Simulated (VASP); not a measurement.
# Bi4Te (R32) in VASP: a series of runs, part 2 of 2

VASP 6.6.1. Earlier steps stand in the parts before.

**4. Relaxation of cell and atoms, PBE**

INCAR reads:

```
PREC = Accurate ; ENCUT = 600
EDIFF = 1E-6 ; ISMEAR = 0
SIGMA = 0.1 ; LREAL = F
LASPH = T ; NELM = 100
ALGO = Fast ; ISIF = 3
LWAVE = F ; LCHARG = F
GGA = PE ; IBRION = 2
NSW = 90 ; EDIFFG = -0.04
```

KPOINTS reads:

```
Automatic mesh
0
Gamma
  3 3 3
```

POSCAR reads:

```
Bi4Te
1.0
    3.3107322300      1.9114521400      4.3528080800
   -3.3107322300      1.9114521400      4.3528080800
    0.0000000000     -3.8229042900      4.3528080800
Bi Te
4 1
Direct
    0.5000000000      0.5000000000      0.5000000000
    0.5684095700      0.4315904300      0.0000000000
    0.0000000000      0.5684095700      0.4315904300
    0.4315904300      0.0000000000      0.5684095700
    0.0000000000      0.0000000000      0.0000000000
```

Potentials or basis: VASP PAW PBE potentials, release 64 (Bi_d, Te).

Run with:

```
$ cat potpaw_PBE.64/Bi_d/POTCAR potpaw_PBE.64/Te/POTCAR > POTCAR
$ mpirun -np 1 vasp_std > vasp.out
```

OUTCAR:

```text
PREC = Accurate
   ENCUT = 600
   EDIFF = 1E-6
   ISMEAR = 0
   LREAL = F
   LASPH = T
   NELM = 100
   ISIF = 3
   GGA = PE
   IBRION = 2
   NSW = 90
   EDIFFG = -0.04

 ion  position               nearest neighbor table
   1  0.500  0.500  0.500-   3 2.93   4 2.93   4 2.93   3 2.93   2 2.93   2 2.93
   2  0.568  0.432  0.000-   5 2.86   1 2.93   1 2.93   4 3.40   3 3.40   4 3.40   3 3.40   5 3.76

   3  0.000  0.568  0.432-   5 2.86   1 2.93   1 2.93   2 3.40   2 3.40   4 3.40   4 3.40   5 3.76

   4  0.432  0.000  0.568-   5 2.86   1 2.93   1 2.93   2 3.40   2 3.40   3 3.40   3 3.40   5 3.76

   5  0.000  0.000  0.000-   3 2.86   4 2.86   2 2.86   3 3.76   4 3.76   2 3.76

  LATTYP: Found a trigonal (rhomboedric) cell.
 ALAT       =     5.7932318583
 COS(alpha) =     0.3468148712

  Lattice vectors:

 A1 = (   3.3107322300,   1.9114521400,   4.3528080800)
 A2 = (  -3.3107322300,   1.9114521400,   4.3528080800)
 A3 = (   0.0000000000,  -3.8229042900,   4.3528080800)

Analysis of symmetry for initial positions (statically):
=====================================================================
 Subroutine PRICEL returns:
 Original cell was already a primitive cell.

 Routine SETGRP: Setting up the symmetry group for a
 trigonal (rhombohedral) supercell.

 Subroutine GETGRP returns: Found  6 space group operations
 (whereof  6 operations were pure point group operations)
 out of a pool of 12 trial point group operations.

The static configuration has the point symmetry D_3 .

Analysis of symmetry for dynamics (positions and initial velocities):
=====================================================================
 Subroutine PRICEL returns:
 Original cell was already a primitive cell.

 Routine SETGRP: Setting up the symmetry group for a
 trigonal (rhombohedral) supercell.

 Subroutine GETGRP returns: Found  6 space group operations
 (whereof  6 operations were pure point group operations)
 out of a pool of 12 trial point group operations.

The dynamic configuration has the point symmetry D_3 .

 Subroutine INISYM returns: Found  6 space group operations
 (whereof  6 operations are pure point group operations),
 and found     1 'primitive' translations

----------------------------------------------------------------------------------------

                                     Primitive cell

  volume of cell :     165.2754

  direct lattice vectors                    reciprocal lattice vectors
     3.310732230  1.911452140  4.352808080     0.151023993  0.087193743  0.076578918
    -3.310732230  1.911452140  4.352808080    -0.151023993  0.087193743  0.076578918
     0.000000000 -3.822904290  4.352808080     0.000000000 -0.174387486  0.076578918

  length of vectors
     5.793231858  5.793231858  5.793231861     0.190460825  0.190460825  0.190460825

  position of ions in fractional coordinates (direct lattice)
     0.500000000  0.500000000  0.500000000
     0.568409570  0.431590430  0.000000000
     0.000000000  0.568409570  0.431590430
     0.431590430  0.000000000  0.568409570
     0.000000000  0.000000000  0.000000000

  ion indices of the primitive-cell ions
   primitive index   ion index
                 1           1
                 2           2
                 3           3
                 4           4
                 5           5

----------------------------------------------------------------------------------------

 KPOINTS: Automatic mesh

Automatic generation of k-mesh.
 Grid dimensions read from file:
 generate k-points for:    3    3    3

 Generating k-lattice:

  Cartesian coordinates                     Fractional coordinates (reciprocal lattice)
     0.050341331  0.029064581  0.025526306     0.333333333  0.000000000  0.000000000
    -0.050341331  0.029064581  0.025526306     0.000000000  0.333333333  0.000000000
     0.000000000 -0.058129162  0.025526306     0.000000000  0.000000000  0.333333333

  Length of vectors
     0.063486942  0.063486942  0.063486942

  Shift w.r.t. Gamma in fractional coordinates (k-lattice)
     0.000000000  0.000000000  0.000000000

 Subroutine IBZKPT returns following result:
 ===========================================

 Found      6 irreducible k-points:

 Following reciprocal coordinates:
            Coordinates               Weight
  0.000000  0.000000  0.000000      1.000000
  0.333333  0.000000  0.000000      6.000000
  0.333333  0.333333  0.000000      6.000000
 -0.333333  0.333333  0.000000      6.000000
  0.333333  0.333333  0.333333      2.000000
 -0.333333  0.333333  0.333333      6.000000
   k-points           NKPTS =      6   k-points in BZ     NKDIM =      6   number of bands    NBANDS=     39
   number of dos      NEDOS =    301   number of ions     NIONS =      5
   total plane-waves  NPLWV = 110592
   dimension x,y,z NGX =    48 NGY =   48 NGZ =   48
   dimension x,y,z NGXF=    96 NGYF=   96 NGZF=   96
   ions per type =               4   1
   NGX,Y,Z   is equivalent  to a cutoff of  13.77, 13.77, 13.77 a.u.
   NGXF,Y,Z  is equivalent  to a cutoff of  27.55, 27.55, 27.55 a.u.
 SYSTEM =  unknown system
   PREC   = accura    normal or accurate (medium, high low for compatibility)
   ISTART =      0    job   : 0-new  1-cont  2-samecut
   ICHARG =      2    charge: 1-file 2-atom 10-const
   ISPIN  =      1    spin polarized calculation?
   LNONCOLLINEAR =      F non collinear calculations
   LSORBIT =      F    spin-orbit coupling
   LASPH  =      T    aspherical Exc in radial PAW
   ENCUT  =  600.0 eV  44.10 Ry    6.64 a.u.  11.57 11.57 11.57*2*pi/ulx,y,z
   NELM   =    100;   NELMIN=  2; NELMDL= -5     # of ELM steps
   EDIFF  = 0.1E-05   stopping-criterion for ELM
   LREAL  =      F    real-space projection
   EDIFFG = -.4E-01   stopping-criterion for IOM
   NSW    =     90    number of steps for IOM
   IBRION =      2    ionic relax: 0-MD 1-quasi-New 2-CG
   NFREE  =      1    steps in history (QN), initial steepest desc. (CG)
   ISIF   =      3    stress and relaxation
   ISYM   =      2    0-nonsym 1-usesym 2-fastsym
   POTIM  = 0.5000    time-step for ionic-motion
   TEBEG  =    0.0;   TEEND  =   0.0 temperature during run
   PSTRESS=    0.0 pullay stress
   NELECT =      66.0000    total number of electrons
   NUPDOWN=      -1.0000    fix difference up-down
   EMIN   =  10.00;   EMAX   =-10.00  energy-range for DOS
   EFERMI =   0.00;   METHOD = LEGACY
   ISMEAR =     0;   SIGMA  =   0.10  broadening in eV -4-tet -1-fermi 0-gaus
   EFERMI_NEDOS =   21; number of points for ismear=-14 and -15
   IALGO  =     68    algorithm
   IMIX   =      4    mixing-type and parameters
     AMIX     =   0.40;   BMIX     =  1.00
     AMIX_MAG =   1.60;   BMIX_MAG =  1.00
  volume/ion in A,a.u.               =      33.06       223.07
  Fermi-wavevector in a.u.,A,eV,Ry     =   1.205554  2.278167 19.774174  1.453361
  Thomas-Fermi vector in A             =   2.341247
   LORBIT       =      0    0 simple, 1 ext, 2 COOP (PROOUT), +10 PAW based schemes
   GGA     = PE    functional components
   LHFCALC =     F    Hartree Fock is set to
   AEXX    =    0.0000 exact exchange contribution
   IVDW    =     0    specifies the selected vdW correction
   LEPSILON=     F    determine dielectric tensor
   LRPA    =     F    only Hartree local field effects (RPA)
 conjugate gradient relaxation of ions
 non-spin polarized calculation
 RMM-DIIS sequential band-by-band and
 Gauss-broadening in eV      SIGMA  =   0.10
  energy-cutoff  :      600.00
  volume of cell :      165.28
 maximum number of plane-waves:      5531
 NGX is ok and might be reduce to    48
   NGX = 23   NGY = 23   NGZ = 23

--------------------------------------- Ionic step        1  -------------------------------------------

 number of electron      66.0000001 magnetization

 Free energy of the ion-electron system (eV)
  ---------------------------------------------------
  ext. energy  EPLUGINS =         0.00000000
  ---------------------------------------------------
  free energy    TOTEN  =       -16.48964112 eV

  energy without entropy =      -16.47461777  energy(sigma->0) =      -16.48212944

 E-fermi :   6.8197     XC(G=0):  -9.5394

 val. band max:        6.8099199321   @ k =  -0.3333   0.3333   0.3333
 cond. band min:       7.1305782755   @ k =   0.3333   0.0000   0.0000
 fundamental gap:      0.3206583435
 Fermi energy:         6.8197020374

 k-point     1 :       0.0000    0.0000    0.0000
  band No.  band energies     occupation
      1     -16.4287      2.00000
      2     -16.4287      2.00000
      3     -16.3964      2.00000
      4     -16.1906      2.00000
      5     -16.1906      2.00000
      6     -16.1259      2.00000
[... 351 lines left out ...]
  FREE ENERGIE OF THE ION-ELECTRON SYSTEM (eV)
  ---------------------------------------------------
  free  energy   TOTEN  =       -17.9683953793 eV

  energy  without entropy=      -17.9525901011  energy(sigma->0) =      -17.96049274

[... ionic steps 4 to 9 ...]

--------------------------------------- Ionic step       10  -------------------------------------------

 number of electron      65.9999996 magnetization

------------------------ aborting loop because EDIFF is reached ----------------------------------------
[... 73 lines left out ...]
--------------------------------------- Ionic step       12  -------------------------------------------

 number of electron      65.9999998 magnetization

 Free energy of the ion-electron system (eV)
  ---------------------------------------------------
  ext. energy  EPLUGINS =         0.00000000
  ---------------------------------------------------
  free energy    TOTEN  =       -18.12978248 eV

  energy without entropy =      -18.11223888  energy(sigma->0) =      -18.12101068

 E-fermi :   4.1342     XC(G=0):  -8.4588

 val. band max:        4.1205201633   @ k =  -0.3333   0.3333   0.3333
 cond. band min:       4.8833337135   @ k =   0.3333   0.0000   0.0000
 fundamental gap:      0.7628135502
 Fermi energy:         4.1342076030

 k-point     1 :       0.0000    0.0000    0.0000
  band No.  band energies     occupation
      1     -18.5194      2.00000
      2     -18.4941      2.00000
      3     -18.4941      2.00000
      4     -18.4635      2.00000
      5     -18.4635      2.00000
      6     -18.4211      2.00000
[... 273 lines left out ...]
  FREE ENERGIE OF THE ION-ELECTRON SYSTEM (eV)
  ---------------------------------------------------
  free  energy   TOTEN  =       -18.1297824783 eV

  energy  without entropy=      -18.1122388787  energy(sigma->0) =      -18.12101068

 reached required accuracy - stopping structural energy minimisation
```

It took 10 min on 1 thread of Intel Xeon Platinum 8488C (Sapphire Rapids), shared host; peak memory 0.36 GiB.

Results:

| Item | Value |
| --- | --- |
| Free energy | -18.1298 eV |
| Relaxed volume | 41.63 Å³/atom |
| Relaxed cell | a = 6.440 Å, b = 6.440 Å, c = 6.440 Å, α = 64.65°, β = 64.65°, γ = 64.65° |
| Space group after relaxing (to 0.1 Å) | R32 (No. 155) |
| Energy gained by relaxing | 328.0 meV/atom |
| Ionic steps | 12 |
| Pressure after relaxing | 0.0 GPa |
| Largest force after relaxing | 0.003 eV/Å |
| Band gap on the k mesh | zero (bands 33 and 34 overlap by 1.94 eV) |

Forces on the atoms (eV/Å):
```
Bi   0.000  0.000  0.000
Bi   0.003  0.000  0.000
Bi  -0.002  0.003  0.000
Bi  -0.002 -0.003  0.000
Te   0.000  0.000  0.000
```

Step by step:
```
step  energy change (eV)  largest force (eV/Å)  pressure (GPa)  volume (Å³)
   1              0.0000                0.5948           13.79       165.28
   2             -0.9427                0.2741           -4.15       243.02
   3             -1.4788                0.0113           -0.20       206.92
   4             -1.5862                0.1126           -0.06       207.51
   5             -1.6204                0.2343            0.26       207.86
   6             -1.6209                0.2224            0.22       207.84
   7             -1.6280                0.1564           -0.16       209.77
   8             -1.6291                0.1268           -0.33       210.73
   9             -1.6349                0.0956           -0.18       209.66
  10             -1.6389                0.0519            0.04       208.20
  11             -1.6392                0.0369            0.10       207.72
  12             -1.6401                0.0031           -0.03       208.13
```

Final structure:
```xyz
5
Lattice="3.4437 1.9882 5.0663 -3.4437 1.9882 5.0663 0.0000 -3.9765 5.0663" Properties=species:S:1:pos:R:3 pbc="T T T"
Bi    0.0000    0.0000    7.5994
Bi    0.3932    1.9882    5.0663
Bi   -1.9185   -0.6536    5.0663
Bi   -1.9185    0.6536   10.1325
Te   -3.4437   -1.9882   10.1325
```

Levels at points of the mesh, in eV from the Fermi level:
```
           k point  band 29  band 30  band 31  band 32  band 33  band 34  band 35  band 36  band 37  band 38
(0.00, 0.00, 0.00)    -2.22    -1.93    -1.93    -0.61     1.82     1.82     2.49     3.17     3.41     3.41
```

Caveat: the k points lie up to 0.38 Å⁻¹ apart in the final cell, too coarse for converged energies and pressures of a metal; the volume moved by over 15 % at a fixed basis, so the end points are rough; spin-orbit coupling is left out, which moves the levels of the heavy elements.

**5. Overview**

```csv
task,cell,cutoff (eV),gap on the mesh (eV),pressure (GPa)
single point,"a = 5.793 Å, angles 69.7°, 5 atoms, atomic positions A",520,none,13.7
single point,"a = 6.425 Å, angles 64.9°, 5 atoms, atomic positions B",520,none,0.0
relaxation of cell and atoms,"relaxed from a = 5.793 Å, angles 69.7°, 5 atoms, atomic positions A",600,none,0.0
```

Alike in all rows: level PBE; potentials or basis VASP PAW PBE potentials, release 64 (Bi_d, Te); no spin polarisation; k mesh 3 × 3 × 3; smearing gaussian 0.1 eV.

Caveats: all runs use coarse meshes; spin-orbit coupling is left out, which moves the levels of the heavy elements; the volume moved by over 15 % at a fixed basis, so the end points are rough (at least some runs).

Total energies depend on the potentials used, so only differences within one code and one set of settings carry meaning.
